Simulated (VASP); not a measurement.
# InRh (Pm-3m) in VASP: a series of runs

Runs on InRh. Level: LDA. Tasks: vibrations by perturbation theory.

Program: VASP 6.6.1. These are calculated values, not measurements. Logs are shortened: lines on timing, memory, paths and dates and some standing lists are left out, and cuts for length are marked.

### 1 The cell of the first run

It takes space group Pm-3m (No. 221, cubic). Conventional cell: a = 3.112 Å, b = 3.112 Å, c = 3.112 Å, α = 90.00°, β = 90.00°, γ = 90.00°. In (site symmetry m-3m) has 8 Rh at 2.70 Å and 6 In at 3.11 Å within 3.6 Å. Rh (site symmetry m-3m) has 8 In at 2.70 Å and 6 Rh at 3.11 Å within 3.6 Å.

### 2 Vibrations by perturbation theory, LDA

INCAR reads:

```
SYSTEM = InRh
  PREC = Accurate
  ENCUT = 520
  EDIFF = 1E-8
  ISMEAR = -1
  SIGMA = 0.15
  LREAL = .FALSE.
  LASPH = .TRUE.
  NELM = 60
  ALGO = Normal
  ISIF = 2
  LWAVE = .FALSE.
  LCHARG = .FALSE.
  GGA = CA
  IBRION = 8
  NSW = 1
```

KPOINTS reads:

```
regular mesh
0
G
  14 14 14
  0 0 0
```

POSCAR reads:

```
InRh
1.0
    3.1124141400      0.0000000000      0.0000000000
    0.0000000000      3.1124141400      0.0000000000
    0.0000000000      0.0000000000      3.1124141400
In Rh
1 1
Direct
    0.5000000000      0.5000000000      0.5000000000
    0.0000000000      0.0000000000      0.0000000000
```

Potentials or basis: VASP PAW LDA potentials, release 64 (In_d, Rh_pv).

The run is started by

```
$ cat potpaw_LDA.64/In_d/POTCAR potpaw_LDA.64/Rh_pv/POTCAR > POTCAR
$ mpirun -np 1 vasp_std > vasp.out
```

OUTCAR:

```text
SYSTEM = InRh
   PREC = Accurate
   ENCUT = 520
   EDIFF = 1E-8
   ISMEAR = -1
   LREAL = .FALSE.
   LASPH = .TRUE.
   NELM = 60
   ISIF = 2
   GGA = CA
   IBRION = 8
   NSW = 1

 ion  position               nearest neighbor table
   1  0.500  0.500  0.500-   2 2.70   2 2.70   2 2.70   2 2.70   2 2.70   2 2.70   2 2.70   2 2.70

   2  0.000  0.000  0.000-   1 2.70   1 2.70   1 2.70   1 2.70   1 2.70   1 2.70   1 2.70   1 2.70

  LATTYP: Found a simple cubic cell.
 ALAT       =     3.1124141400

  Lattice vectors:

 A1 = (   3.1124141400,   0.0000000000,   0.0000000000)
 A2 = (   0.0000000000,   3.1124141400,   0.0000000000)
 A3 = (   0.0000000000,   0.0000000000,   3.1124141400)

Analysis of symmetry for initial positions (statically):
=====================================================================
 Subroutine PRICEL returns:
 Original cell was already a primitive cell.

 Routine SETGRP: Setting up the symmetry group for a
 simple cubic supercell.

 Subroutine GETGRP returns: Found 48 space group operations
 (whereof 48 operations were pure point group operations)
 out of a pool of 48 trial point group operations.

The static configuration has the point symmetry O_h .

Analysis of symmetry for dynamics (positions and initial velocities):
=====================================================================
 Subroutine PRICEL returns:
 Original cell was already a primitive cell.

 Routine SETGRP: Setting up the symmetry group for a
 simple cubic supercell.

 Subroutine GETGRP returns: Found 48 space group operations
 (whereof 48 operations were pure point group operations)
 out of a pool of 48 trial point group operations.

The dynamic configuration has the point symmetry O_h .

 Subroutine INISYM returns: Found 48 space group operations
 (whereof 48 operations are pure point group operations),
 and found     1 'primitive' translations

----------------------------------------------------------------------------------------

                                     Primitive cell

[... 662 lines left out ...]

 VOLUME and BASIS-vectors are now :
 -----------------------------------------------------------------------------
  energy-cutoff  :      520.00
  volume of cell :       30.15
      direct lattice vectors                 reciprocal lattice vectors
     3.112414140  0.000000000  0.000000000     0.321294004  0.000000000  0.000000000
     0.000000000  3.112414140  0.000000000     0.000000000  0.321294004  0.000000000
     0.000000000  0.000000000  3.112414140     0.000000000  0.000000000  0.321294004

 POSITION                                       TOTAL-FORCE (eV/Angst)
 -----------------------------------------------------------------------------------
      1.55621      1.55621      1.55621         0.000000      0.000000      0.000000
      0.00000      0.00000      0.00000         0.000000      0.000000      0.000000
 -----------------------------------------------------------------------------------
    total drift:                                0.000000      0.000000     -0.000000

  FREE ENERGIE OF THE ION-ELECTRON SYSTEM (eV)
  ---------------------------------------------------
  free  energy   TOTEN  =       -12.7861430180 eV

  energy  without entropy=      -12.7225909704  energy(sigma->0) =      -12.75436699

[... ionic steps 2 to 3 ...]

--------------------------------------- Ionic step        4  -------------------------------------------

------------------------ aborting loop because EDIFF is reached ----------------------------------------

[... ionic steps 5 to 6 ...]

--------------------------------------- Ionic step        7  -------------------------------------------

 Free energy of the ion-electron system (eV)
  ---------------------------------------------------
  ---------------------------------------------------
  free energy    TOTEN  =        -0.50453791 eV

  energy without entropy =       -0.50453790

------------------------ aborting loop because EDIFF is reached ----------------------------------------

 INTERNAL STRAIN TENSOR  FOR ION    2  DIRECTION 1   (eV/Angst):
 -----------------------------------------------------------------------------
     0.01320  0.00000  0.00000
     0.00000 -0.00248 -0.00000
     0.00000 -0.00000 -0.00248

 INTERNAL STRAIN TENSOR FOR ION    2 for displacements in x,y,z  (eV/Angst):
          X           Y           Z          XY          YZ          ZX
  --------------------------------------------------------------------------------
  x     0.00000     0.00000     0.00000     0.00000     0.00000     0.00000
  y     0.00000     0.00000     0.00000     0.00000     0.00000     0.00000
  z     0.00000     0.00000     0.00000     0.00000     0.00000     0.00000

 SECOND DERIVATIVES (NOT SYMMETRIZED)
 ------------------------------------
               1X          1Y          1Z          2X          2Y          2Z
  1X    -8.648372   -0.000000   -0.000000    8.648372    0.000000    0.000000
  1Y    -0.000000   -8.648372   -0.000000    0.000000    8.648372    0.000000
  1Z    -0.000000   -0.000000   -8.648372    0.000000    0.000000    8.648372
  2X     8.642363   -0.000000    0.000000   -8.642363    0.000000   -0.000000
  2Y    -0.000000    8.642363   -0.000000    0.000000   -8.642363    0.000000
  2Z    -0.000000    0.000000    8.642363    0.000000   -0.000000   -8.642363

 Eigenvectors and eigenvalues of the dynamical matrix
 ----------------------------------------------------

   1 f  =    6.239709 THz    39.205250 2PiTHz  208.134300 cm-1    25.805353 meV
             X         Y         Z           dx          dy          dz
      1.556207  1.556207  1.556207    -0.687614   -0.000000    0.000000
      0.000000  0.000000  0.000000     0.726076    0.000000    0.000000
[... 21 lines left out ...]
   6 f/i=    0.001082 THz     0.006801 2PiTHz    0.036107 cm-1     0.004477 meV
             X         Y         Z           dx          dy          dz
      1.556207  1.556207  1.556207     0.316032    0.191479   -0.625017
      0.000000  0.000000  0.000000     0.299291    0.181336   -0.591908

--------------------------------------------------------------------------------------------------------

 ELASTIC MODULI CONTR FROM IONIC RELAXATION (kBar)
 Direction    XX          YY          ZZ          XY          YZ          ZX
 --------------------------------------------------------------------------------
 XX           0.0000      0.0000      0.0000      0.0000      0.0000      0.0000
 YY           0.0000      0.0000      0.0000      0.0000      0.0000      0.0000
 ZZ           0.0000      0.0000      0.0000      0.0000      0.0000      0.0000
 XY           0.0000      0.0000      0.0000      0.0000      0.0000      0.0000
 YZ           0.0000      0.0000      0.0000      0.0000      0.0000      0.0000
 ZX           0.0000      0.0000      0.0000      0.0000      0.0000      0.0000
 --------------------------------------------------------------------------------
```

Wall time 4.6 min (1 thread of Intel Xeon 6975P-C, shared host); peak memory 0.42 GiB.

Results:

* Highest phonon frequency at Γ, LO-TO splitting left out: 208 cm⁻¹

Phonon frequencies in cm⁻¹ (negative: imaginary):
| q point | frequencies |
| --- | --- |
| (0.000, 0.000, 0.000) | 0 0 0 208 208 208 |

Caveat: the cell wasn't relaxed at this level first, which shifts response properties; spin-orbit coupling is left out, which moves the levels of the heavy elements.

### 3 Vibrations by perturbation theory, LDA

This run uses another cell than the first one, of 15.56 Å³/atom, 1.032 times its volume.

INCAR reads:

```
  PREC = Accurate
  ENCUT = 520
  EDIFF = 1E-8
  ISMEAR = -1
  SIGMA = 0.15
  LREAL = F
  LASPH = T
  NELM = 60
  ALGO = Normal
  ISIF = 2
  LWAVE = F
  LCHARG = F
  GGA = CA
  NBANDS = 21
  IBRION = 8
  NSW = 1
```

KPOINTS reads:

```
regular mesh
0
Gamma
  14 14 14
```

POSCAR reads:

```
InRh
1.0
    3.1455493480      0.0000000000      0.0000000000
    0.0000000000      3.1455493480      0.0000000000
    0.0000000000      0.0000000000      3.1455493480
In Rh
1 1
Direct
    0.5000000000      0.5000000000      0.5000000000
    0.0000000000      0.0000000000      0.0000000000
```

Potentials or basis: VASP PAW LDA potentials, release 64 (In_d, Rh_pv).

The run is started by

```
$ cat potpaw_LDA.64/In_d/POTCAR potpaw_LDA.64/Rh_pv/POTCAR > POTCAR
$ mpirun -np 1 vasp_std > vasp.out
```

OUTCAR:

```text
PREC = Accurate
   ENCUT = 520
   EDIFF = 1E-8
   ISMEAR = -1
   LREAL = F
   LASPH = T
   NELM = 60
   ISIF = 2
   GGA = CA
   IBRION = 8
   NSW = 1

 ion  position               nearest neighbor table
   1  0.500  0.500  0.500-   2 2.72   2 2.72   2 2.72   2 2.72   2 2.72   2 2.72   2 2.72   2 2.72

   2  0.000  0.000  0.000-   1 2.72   1 2.72   1 2.72   1 2.72   1 2.72   1 2.72   1 2.72   1 2.72

  LATTYP: Found a simple cubic cell.
 ALAT       =     3.1455493480

  Lattice vectors:

 A1 = (   3.1455493480,   0.0000000000,   0.0000000000)
 A2 = (   0.0000000000,   3.1455493480,   0.0000000000)
 A3 = (   0.0000000000,   0.0000000000,   3.1455493480)

Analysis of symmetry for initial positions (statically):
=====================================================================
 Subroutine PRICEL returns:
 Original cell was already a primitive cell.

 Routine SETGRP: Setting up the symmetry group for a
 simple cubic supercell.

 Subroutine GETGRP returns: Found 48 space group operations
 (whereof 48 operations were pure point group operations)
 out of a pool of 48 trial point group operations.

The static configuration has the point symmetry O_h .

Analysis of symmetry for dynamics (positions and initial velocities):
=====================================================================
 Subroutine PRICEL returns:
 Original cell was already a primitive cell.

 Routine SETGRP: Setting up the symmetry group for a
 simple cubic supercell.

 Subroutine GETGRP returns: Found 48 space group operations
 (whereof 48 operations were pure point group operations)
 out of a pool of 48 trial point group operations.
[... 760 lines left out ...]
    total drift:                                0.000000      0.000000     -0.000000

  FREE ENERGIE OF THE ION-ELECTRON SYSTEM (eV)
  ---------------------------------------------------
  free  energy   TOTEN  =       -12.8304672514 eV

  energy  without entropy=      -12.7647189743  energy(sigma->0) =      -12.79759311

[... ionic steps 2 to 3 ...]

--------------------------------------- Ionic step        4  -------------------------------------------

------------------------ aborting loop because EDIFF is reached ----------------------------------------

[... ionic steps 5 to 6 ...]

--------------------------------------- Ionic step        7  -------------------------------------------

 Free energy of the ion-electron system (eV)
  ---------------------------------------------------
  ---------------------------------------------------
  free energy    TOTEN  =        -0.50547391 eV

  energy without entropy =       -0.50547390

------------------------ aborting loop because EDIFF is reached ----------------------------------------

 INTERNAL STRAIN TENSOR  FOR ION    2  DIRECTION 1   (eV/Angst):
 -----------------------------------------------------------------------------
     0.01353  0.00000  0.00000
     0.00000 -0.00169  0.00000
    -0.00000  0.00000 -0.00169

 INTERNAL STRAIN TENSOR FOR ION    2 for displacements in x,y,z  (eV/Angst):
          X           Y           Z          XY          YZ          ZX
  --------------------------------------------------------------------------------
  x     0.00000     0.00000     0.00000     0.00000     0.00000     0.00000
  y     0.00000     0.00000     0.00000     0.00000     0.00000     0.00000
  z     0.00000     0.00000     0.00000     0.00000     0.00000     0.00000

 SECOND DERIVATIVES (NOT SYMMETRIZED)
 ------------------------------------
               1X          1Y          1Z          2X          2Y          2Z
  1X    -7.445035    0.000000    0.000000    7.445035   -0.000000    0.000000
  1Y     0.000000   -7.445035   -0.000000   -0.000000    7.445035    0.000000
  1Z    -0.000000   -0.000000   -7.445035    0.000000    0.000000    7.445035
  2X     7.413170   -0.000000   -0.000000   -7.413170    0.000000    0.000000
  2Y    -0.000000    7.413170   -0.000000    0.000000   -7.413170    0.000000
  2Z    -0.000000   -0.000000    7.413170    0.000000    0.000000   -7.413170

 Eigenvectors and eigenvalues of the dynamical matrix
 ----------------------------------------------------

   1 f  =    5.783886 THz    36.341225 2PiTHz  192.929658 cm-1    23.920218 meV
             X         Y         Z           dx          dy          dz
      1.572775  1.572775  1.572775    -0.000000   -0.688265   -0.000000
      0.000000  0.000000  0.000000    -0.000000    0.725459    0.000000
[... 21 lines left out ...]
   6 f/i=    0.006193 THz     0.038914 2PiTHz    0.206588 cm-1     0.025614 meV
             X         Y         Z           dx          dy          dz
      1.572775  1.572775  1.572775    -0.725459    0.000000    0.000000
      0.000000  0.000000  0.000000    -0.688265    0.000000    0.000000

--------------------------------------------------------------------------------------------------------

 ELASTIC MODULI CONTR FROM IONIC RELAXATION (kBar)
 Direction    XX          YY          ZZ          XY          YZ          ZX
 --------------------------------------------------------------------------------
 XX           0.0000      0.0000      0.0000      0.0000      0.0000      0.0000
 YY           0.0000      0.0000      0.0000      0.0000      0.0000      0.0000
 ZZ           0.0000      0.0000      0.0000      0.0000      0.0000      0.0000
 XY           0.0000      0.0000      0.0000      0.0000      0.0000      0.0000
 YZ           0.0000      0.0000      0.0000      0.0000      0.0000      0.0000
 ZX           0.0000      0.0000      0.0000      0.0000      0.0000      0.0000
 --------------------------------------------------------------------------------
```

Wall time 4.9 min (1 thread of Intel Xeon 6975P-C, shared host); peak memory 0.46 GiB.

Results:

- Highest phonon frequency at Γ, LO-TO splitting left out: 193 cm⁻¹

Phonon frequencies in cm⁻¹ (negative: imaginary):
| q point | frequencies |
| --- | --- |
| (0.000, 0.000, 0.000) | 0 0 0 193 193 193 |

Caveat: the cell wasn't relaxed at this level first, which shifts response properties; spin-orbit coupling is left out, which moves the levels of the heavy elements.
